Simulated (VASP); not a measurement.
# Ca (Fm-3m) in VASP: a series of runs

Ca is run at these levels: PBEsol+D3(BJ); tasks: single point.

Program: VASP 6.6.1. These are calculated values, not measurements. Logs are shortened: lines on timing, memory, paths and dates and some standing lists are left out, and cuts for length are marked.

## 1. The cell of the first run

The structure is cubic, space group Fm-3m (No. 225). Conventional cell: a = 5.371 Å, b = 5.371 Å, c = 5.371 Å, α = 90.00°, β = 90.00°, γ = 90.00°. Within 5.0 Å of Ca (site symmetry m-3m) lie 12 Ca at 3.80 Å.

## 2. Single point, PBEsol+D3(BJ)

Contents of INCAR:

```
SYSTEM = Ca
ALGO     = Normal         ! electronic algorithm
EDIFF    = 1E-6           ! SCF threshold, eV
ENCUT    = 500            ! plane-wave cutoff, eV
GGA      = PS             ! functional
GGA_COMPAT= .FALSE.      
ISIF     = 2              ! what is computed and relaxed
ISMEAR   = 0              ! smearing method
IVDW     = 12             ! dispersion correction
LASPH    = .TRUE.         ! aspherical terms in the spheres
LCHARG   = .FALSE.        ! write CHGCAR
LREAL    = .FALSE.        ! projectors in reciprocal space
LWAVE    = .FALSE.        ! write WAVECAR
NBANDS   = 11             ! bands
NELM     = 120            ! most SCF steps
PREC     = Accurate       ! precision mode
SIGMA    = 0.05           ! smearing width, eV
```

Contents of KPOINTS:

```
k-points
0
G
  7 7 7
  0 0 0
```

Contents of POSCAR:

```
Ca
1.0
    0.0000000000      2.6855442643      2.6855442643
    2.6855442643      0.0000000000      2.6855442643
    2.6855442643      2.6855442643      0.0000000000
Ca
1
Direct
    0.0000000000      0.0000000000      0.0000000000
```

Potentials or basis: VASP PAW PBE potentials, release 64 (Ca_sv).

Launch:

```console
cat potpaw_PBE.64/Ca_sv/POTCAR > POTCAR
mpirun -np 1 vasp_std > vasp.out
```

OUTCAR:

```text
SYSTEM = Ca
   EDIFF = 1E-6
   ENCUT = 500
   GGA = PS
   ISIF = 2
   ISMEAR = 0
   IVDW = 12
   LASPH = .TRUE.
   LREAL = .FALSE.
   NELM = 120
   PREC = Accurate
 IVDW          = 12

 ion  position               nearest neighbor table
   1  0.000  0.000  0.000-

  LATTYP: Found a face centered cubic cell.
 ALAT       =     5.3710885286

  Lattice vectors:

 A1 = (   0.0000000000,   2.6855442643,   2.6855442643)
 A2 = (   2.6855442643,   0.0000000000,   2.6855442643)
 A3 = (   2.6855442643,   2.6855442643,   0.0000000000)

Analysis of symmetry for initial positions (statically):
=====================================================================
 Subroutine PRICEL returns:
 Original cell was already a primitive cell.

 Routine SETGRP: Setting up the symmetry group for a
 face centered cubic supercell.

 Subroutine GETGRP returns: Found 48 space group operations
 (whereof 48 operations were pure point group operations)
 out of a pool of 48 trial point group operations.

The static configuration has the point symmetry O_h .

Analysis of symmetry for dynamics (positions and initial velocities):
=====================================================================
 Subroutine PRICEL returns:
 Original cell was already a primitive cell.

 Routine SETGRP: Setting up the symmetry group for a
 face centered cubic supercell.

 Subroutine GETGRP returns: Found 48 space group operations
 (whereof 48 operations were pure point group operations)
 out of a pool of 48 trial point group operations.

The dynamic configuration has the point symmetry O_h .

 Subroutine INISYM returns: Found 48 space group operations
 (whereof 48 operations are pure point group operations),
 and found     1 'primitive' translations

----------------------------------------------------------------------------------------

                                     Primitive cell

  volume of cell :      38.7371

  direct lattice vectors                    reciprocal lattice vectors
     0.000000000  2.685544264  2.685544264    -0.186181999  0.186181999  0.186181999
     2.685544264  0.000000000  2.685544264     0.186181999 -0.186181999  0.186181999
     2.685544264  2.685544264  0.000000000     0.186181999  0.186181999 -0.186181999

  length of vectors
     3.797933121  3.797933121  3.797933121     0.322476682  0.322476682  0.322476682

  position of ions in fractional coordinates (direct lattice)
     0.000000000  0.000000000  0.000000000

  ion indices of the primitive-cell ions
   primitive index   ion index
                 1           1

----------------------------------------------------------------------------------------

 KPOINTS: k-points

Automatic generation of k-mesh.
 Grid dimensions read from file:
 generate k-points for:    7    7    7

 Generating k-lattice:

  Cartesian coordinates                     Fractional coordinates (reciprocal lattice)
    -0.026597428  0.026597428  0.026597428     0.142857143  0.000000000  0.000000000
     0.026597428 -0.026597428  0.026597428     0.000000000  0.142857143  0.000000000
     0.026597428  0.026597428 -0.026597428     0.000000000  0.000000000  0.142857143

  Length of vectors
     0.046068097  0.046068097  0.046068097

  Shift w.r.t. Gamma in fractional coordinates (k-lattice)
     0.000000000  0.000000000  0.000000000

 Subroutine IBZKPT returns following result:
 ===========================================

 Found     20 irreducible k-points:

 Following reciprocal coordinates:
            Coordinates               Weight
  0.000000  0.000000  0.000000      1.000000
  0.142857  0.000000  0.000000      8.000000
  0.285714  0.000000  0.000000      8.000000
  0.428571  0.000000  0.000000      8.000000
  0.142857  0.142857  0.000000      6.000000
  0.285714  0.142857  0.000000     24.000000
[... 12 lines left out ...]
 -0.428571  0.428571  0.142857     24.000000
 -0.285714  0.428571  0.142857     24.000000
   k-points           NKPTS =     20   k-points in BZ     NKDIM =     20   number of bands    NBANDS=     11
   number of dos      NEDOS =    301   number of ions     NIONS =      1
   total plane-waves  NPLWV =  21952
   dimension x,y,z NGX =    28 NGY =   28 NGZ =   28
   dimension x,y,z NGXF=    56 NGYF=   56 NGZF=   56
   ions per type =               1
   NGX,Y,Z   is equivalent  to a cutoff of  12.26, 12.26, 12.26 a.u.
   NGXF,Y,Z  is equivalent  to a cutoff of  24.51, 24.51, 24.51 a.u.
 SYSTEM =  Ca
   PREC   = accura    normal or accurate (medium, high low for compatibility)
   ISTART =      0    job   : 0-new  1-cont  2-samecut
   ICHARG =      2    charge: 1-file 2-atom 10-const
   ISPIN  =      1    spin polarized calculation?
   LNONCOLLINEAR =      F non collinear calculations
   LSORBIT =      F    spin-orbit coupling
   LASPH  =      T    aspherical Exc in radial PAW
   ENCUT  =  500.0 eV  36.75 Ry    6.06 a.u.   6.92  6.92  6.92*2*pi/ulx,y,z
   NELM   =    120;   NELMIN=  2; NELMDL= -5     # of ELM steps
   EDIFF  = 0.1E-05   stopping-criterion for ELM
   LREAL  =      F    real-space projection
   EDIFFG = 0.1E-04   stopping-criterion for IOM
   NSW    =      0    number of steps for IOM
   IBRION =     -1    ionic relax: 0-MD 1-quasi-New 2-CG
   NFREE  =      0    steps in history (QN), initial steepest desc. (CG)
   ISIF   =      2    stress and relaxation
   ISYM   =      2    0-nonsym 1-usesym 2-fastsym
   POTIM  = 0.5000    time-step for ionic-motion
   TEBEG  =    0.0;   TEEND  =   0.0 temperature during run
   PSTRESS=    0.0 pullay stress
   NELECT =      10.0000    total number of electrons
   NUPDOWN=      -1.0000    fix difference up-down
   EMIN   =  10.00;   EMAX   =-10.00  energy-range for DOS
   EFERMI =   0.00;   METHOD = LEGACY
   ISMEAR =     0;   SIGMA  =   0.05  broadening in eV -4-tet -1-fermi 0-gaus
   EFERMI_NEDOS =   21; number of points for ismear=-14 and -15
   IALGO  =     38    algorithm
   IMIX   =      4    mixing-type and parameters
     AMIX     =   0.40;   BMIX     =  1.00
     AMIX_MAG =   1.60;   BMIX_MAG =  1.00
  volume/ion in A,a.u.               =      38.74       261.41
  Fermi-wavevector in a.u.,A,eV,Ry     =   1.042395  1.969842 14.783932  1.086588
  Thomas-Fermi vector in A             =   2.177059
   LORBIT       =      0    0 simple, 1 ext, 2 COOP (PROOUT), +10 PAW based schemes
   GGA     = PS    functional components
   LHFCALC =     F    Hartree Fock is set to
   AEXX    =    0.0000 exact exchange contribution
   IVDW    =    12    specifies the selected vdW correction
   LEPSILON=     F    determine dielectric tensor
   LRPA    =     F    only Hartree local field effects (RPA)
 non-spin polarized calculation
 Gauss-broadening in eV      SIGMA  =   0.05
  energy-cutoff  :      500.00
  volume of cell :       38.74
 maximum number of plane-waves:       998
   NGX = 13   NGY = 13   NGZ = 13

 number of electron      10.0000002 magnetization

 Free energy of the ion-electron system (eV)
  ---------------------------------------------------
  ext. energy  EPLUGINS =         0.00000000
  ---------------------------------------------------
  free energy    TOTEN  =        -2.13150280 eV

  energy without entropy =       -2.12907486  energy(sigma->0) =       -2.13028883

 E-fermi :   2.2654     XC(G=0):  -8.0897

 val. band max:        2.2304569912   @ k =  -0.4286   0.1429   0.0000
 cond. band min:       2.3005250019   @ k =  -0.2857   0.4286   0.1429
 fundamental gap:      0.0700680107
 Fermi energy:         2.2654412966

 k-point     1 :       0.0000    0.0000    0.0000
  band No.  band energies     occupation
      1     -39.4307      2.00000
      2     -20.4074      2.00000
      3     -20.4074      2.00000
      4     -20.4074      2.00000
      5      -1.9510      2.00000
      6       4.6615      0.00000
      7       4.6615      0.00000
      8       4.6615      0.00000
      9       5.8526      0.00000
     10       5.8526      0.00000
     11      11.7396      0.00000

 k-point     2 :       0.1429    0.0000    0.0000
  band No.  band energies     occupation
      1     -39.4268      2.00000
      2     -20.4444      2.00000
      3     -20.4124      2.00000
      4     -20.4124      2.00000
      5      -1.5795      2.00000
      6       4.2795      0.00000
      7       4.7839      0.00000
      8       4.7839      0.00000
      9       5.7582      0.00000
     10       5.7582      0.00000
     11      11.8793      0.00000

 k-point     3 :       0.2857    0.0000    0.0000
  band No.  band energies     occupation
      1     -39.4180      2.00000
      2     -20.5260      2.00000
      3     -20.4234      2.00000
      4     -20.4234      2.00000
      5      -0.5549      2.00000
      6       3.4564      0.00000
      7       4.7681      0.00000
      8       4.7681      0.00000
      9       5.9774      0.00000
     10       5.9774      0.00000
     11       9.6807      0.00000

 k-point     4 :       0.4286    0.0000    0.0000
  band No.  band energies     occupation
      1     -39.4109      2.00000
      2     -20.5904      2.00000
      3     -20.4323      2.00000
      4     -20.4323      2.00000
      5       0.7929      2.00000
      6       2.4806      0.00000
      7       4.5680      0.00000
      8       4.5680      0.00000
      9       6.5171      0.00000
     10       6.5171      0.00000
     11       8.1557      0.00000
[... 183 lines left out ...]
 k-point    18 :      -0.4286    0.2857    0.1429
  band No.  band energies     occupation
      1     -39.4065      2.00000
      2     -20.5623      2.00000
      3     -20.4915      2.00000
      4     -20.4519      2.00000
      5       1.5378      2.00000
      6       2.6655      0.00000
      7       3.5999      0.00000
      8       5.1386      0.00000
      9       6.2931      0.00000
     10       7.0514      0.00000
     11       8.0167      0.00000

 k-point    19 :      -0.4286    0.4286    0.1429
  band No.  band energies     occupation
      1     -39.4042      2.00000
      2     -20.5645      2.00000
      3     -20.4942      2.00000
      4     -20.4724      2.00000
      5       1.7545      2.00000
      6       2.8597      0.00000
      7       3.2739      0.00000
      8       5.6468      0.00000
      9       6.5526      0.00000
     10       7.0992      0.00000
     11       8.3532      0.00000

 k-point    20 :      -0.2857    0.4286    0.1429
  band No.  band energies     occupation
      1     -39.4036      2.00000
      2     -20.5404      2.00000
      3     -20.5288      2.00000
      4     -20.4693      2.00000
      5       2.3005      0.32104
      6       2.7883      0.00000
      7       3.0390      0.00000
      8       5.1940      0.00000
      9       6.6012      0.00000
     10       7.3015      0.00000
     11       7.9669      0.00000

------------------------ aborting loop because EDIFF is reached ----------------------------------------

 Edisp (eV)   -0.26142

 E8    (eV) :    -0.1891

  FORCE on cell =-STRESS in cart. coord.  units (eV):
  Direction    XX          YY          ZZ          XY          YZ          ZX
  --------------------------------------------------------------------------------------
  -------------------------------------------------------------------------------------
  Total      -0.01948    -0.01948    -0.01948     0.00000     0.00000    -0.00000
  in kB      -0.80567    -0.80567    -0.80567     0.00000     0.00000    -0.00000
  external pressure =       -0.81 kB  Pullay stress =        0.00 kB

 VOLUME and BASIS-vectors are now :
 -----------------------------------------------------------------------------
  energy-cutoff  :      500.00
  volume of cell :       38.74
      direct lattice vectors                 reciprocal lattice vectors
     0.000000000  2.685544264  2.685544264    -0.186181999  0.186181999  0.186181999
     2.685544264  0.000000000  2.685544264     0.186181999 -0.186181999  0.186181999
     2.685544264  2.685544264  0.000000000     0.186181999  0.186181999 -0.186181999

 POSITION                                       TOTAL-FORCE (eV/Angst)
 -----------------------------------------------------------------------------------
      0.00000      0.00000      0.00000         0.000000      0.000000      0.000000
 -----------------------------------------------------------------------------------
    total drift:                               -0.000000     -0.000000     -0.000000

  FREE ENERGIE OF THE ION-ELECTRON SYSTEM (eV)
  ---------------------------------------------------
  free  energy   TOTEN  =        -2.3929229491 eV

  energy  without entropy=       -2.3904950085  energy(sigma->0) =       -2.39170898
```

Wall time 5.6 s (1 thread of Intel Xeon Platinum 8488C (Sapphire Rapids), shared host); peak memory 0.16 GiB.

Results:

```
Free energy                : -2.3929 eV
Pressure                   : -0.1 GPa
Band gap on the k mesh     : zero (band 5 reaches 2.30 eV, above the bottom of band 6 at 2.23 eV)
Dispersion energy per atom : -0.261 eV
```

Caveat: three body term missing; the PAW data sets were made with another functional, which shifts forces and pressure a little; pairwise dispersion overbinds metals, which lowers pressure and volume.

## 3. Single point, PBEsol+D3(BJ)

This run uses another cell than the first one, of 38.18 Å³/atom, 0.986 times its volume.

Contents of INCAR:

```
SYSTEM = Ca
PREC = Accurate ; ENCUT = 500
EDIFF = 1E-6 ; ISMEAR = 0
SIGMA = 0.05 ; LREAL = .False.
LASPH = .True. ; NELM = 120
ALGO = Normal ; ISIF = 2
LWAVE = .False. ; LCHARG = .False.
GGA = PS ; IVDW = 12
NBANDS = 11 ; GGA_COMPAT = .False.
```

Contents of KPOINTS:

```
Automatic mesh
0
Gamma
  7 7 7
  0 0 0
```

Contents of POSCAR:

```
Ca
1.0
    0.0000000000      2.6725692031      2.6725692031
    2.6725692031      0.0000000000      2.6725692031
    2.6725692031      2.6725692031      0.0000000000
Ca
1
Direct
    0.0000000000      0.0000000000      0.0000000000
```

Potentials or basis: VASP PAW PBE potentials, release 64 (Ca_sv).

Launch:

```console
cat potpaw_PBE.64/Ca_sv/POTCAR > POTCAR
mpirun -np 1 vasp_std > vasp.out
```

OUTCAR:

```text
SYSTEM = Ca
   PREC = Accurate
   ENCUT = 500
   EDIFF = 1E-6
   ISMEAR = 0
   LREAL = .False.
   LASPH = .True.
   NELM = 120
   ISIF = 2
   GGA = PS
   IVDW = 12
 IVDW          = 12

 ion  position               nearest neighbor table
   1  0.000  0.000  0.000-

  LATTYP: Found a face centered cubic cell.
 ALAT       =     5.3451384062

  Lattice vectors:

 A1 = (   0.0000000000,   2.6725692031,   2.6725692031)
 A2 = (   2.6725692031,   0.0000000000,   2.6725692031)
 A3 = (   2.6725692031,   2.6725692031,   0.0000000000)

Analysis of symmetry for initial positions (statically):
=====================================================================
 Subroutine PRICEL returns:
 Original cell was already a primitive cell.

 Routine SETGRP: Setting up the symmetry group for a
 face centered cubic supercell.

 Subroutine GETGRP returns: Found 48 space group operations
 (whereof 48 operations were pure point group operations)
 out of a pool of 48 trial point group operations.

The static configuration has the point symmetry O_h .

Analysis of symmetry for dynamics (positions and initial velocities):
=====================================================================
[... 162 lines left out ...]
      3     -20.3082      2.00000
      4     -20.3082      2.00000
      5      -1.9148      2.00000
      6       4.7424      0.00000
      7       4.7424      0.00000
      8       4.7424      0.00000
      9       5.9541      0.00000
     10       5.9541      0.00000
     11      11.8661      0.00000
[... 253 lines left out ...]
 k-point    20 :      -0.2857    0.4286    0.1429
  band No.  band energies     occupation
      1     -39.3053      2.00000
      2     -20.4483      2.00000
      3     -20.4360      2.00000
      4     -20.3733      2.00000
      5       2.3567      0.43357
      6       2.8508      0.00000
      7       3.1120      0.00000
      8       5.2902      0.00000
      9       6.7162      0.00000
     10       7.4413      0.00000
     11       8.1087      0.00000

------------------------ aborting loop because EDIFF is reached ----------------------------------------

 Edisp (eV)   -0.26544

 E8    (eV) :    -0.1921

  FORCE on cell =-STRESS in cart. coord.  units (eV):
  Direction    XX          YY          ZZ          XY          YZ          ZX
  --------------------------------------------------------------------------------------
  -------------------------------------------------------------------------------------
  Total       0.04413     0.04413     0.04413     0.00000     0.00000     0.00000
  in kB       1.85180     1.85180     1.85180     0.00000     0.00000     0.00000
  external pressure =        1.85 kB  Pullay stress =        0.00 kB

 VOLUME and BASIS-vectors are now :
 -----------------------------------------------------------------------------
  energy-cutoff  :      500.00
  volume of cell :       38.18
      direct lattice vectors                 reciprocal lattice vectors
     0.000000000  2.672569203  2.672569203    -0.187085895  0.187085895  0.187085895
     2.672569203  0.000000000  2.672569203     0.187085895 -0.187085895  0.187085895
     2.672569203  2.672569203  0.000000000     0.187085895  0.187085895 -0.187085895

 POSITION                                       TOTAL-FORCE (eV/Angst)
 -----------------------------------------------------------------------------------
      0.00000      0.00000      0.00000        -0.000000     -0.000000     -0.000000
 -----------------------------------------------------------------------------------
    total drift:                               -0.000000     -0.000000     -0.000000

  FREE ENERGIE OF THE ION-ELECTRON SYSTEM (eV)
  ---------------------------------------------------
  free  energy   TOTEN  =        -2.3925604207 eV

  energy  without entropy=       -2.3896394771  energy(sigma->0) =       -2.39109995
```

OSZICAR:

```text
N       E                     dE             d eps       ncg     rms          rms(c)
DAV:   1     0.671657316396E+02    0.67166E+02   -0.50091E+03   440   0.811E+02
DAV:   2    -0.599702247338E+00   -0.67765E+02   -0.67314E+02   491   0.210E+02
DAV:   3    -0.208554526235E+01   -0.14858E+01   -0.14718E+01   644   0.302E+01
DAV:   4    -0.213909319499E+01   -0.53548E-01   -0.53482E-01   549   0.461E+00
DAV:   5    -0.214173092939E+01   -0.26377E-02   -0.26377E-02   644   0.602E-01    0.220E+00
DAV:   6    -0.213216428295E+01    0.95666E-02   -0.72342E-03   540   0.100E+00    0.131E+00
DAV:   7    -0.212724439314E+01    0.49199E-02   -0.13308E-02   487   0.137E+00    0.927E-02
DAV:   8    -0.212711952470E+01    0.12487E-03   -0.94864E-04   522   0.270E-01    0.186E-02
DAV:   9    -0.212712186890E+01   -0.23442E-05   -0.64027E-05   599   0.678E-02    0.327E-03
DAV:  10    -0.212712203472E+01   -0.16582E-06   -0.35782E-06   612   0.166E-02
   1 F= -.23925604E+01 E0= -.23910999E+01  d E =-.292094E-02
```

Wall time 6.9 s (1 thread of Intel Xeon Platinum 8488C (Sapphire Rapids), shared host); peak memory 0.16 GiB.

Results:

```
Free energy                : -2.3926 eV
Pressure                   : 0.2 GPa
Band gap on the k mesh     : zero (band 5 reaches 2.36 eV, above the bottom of band 6 at 2.30 eV)
Dispersion energy per atom : -0.265 eV
```

Caveat: three body term missing; the PAW data sets were made with another functional, which shifts forces and pressure a little; pairwise dispersion overbinds metals, which lowers pressure and volume.

(Continued in part 2 of 2.)
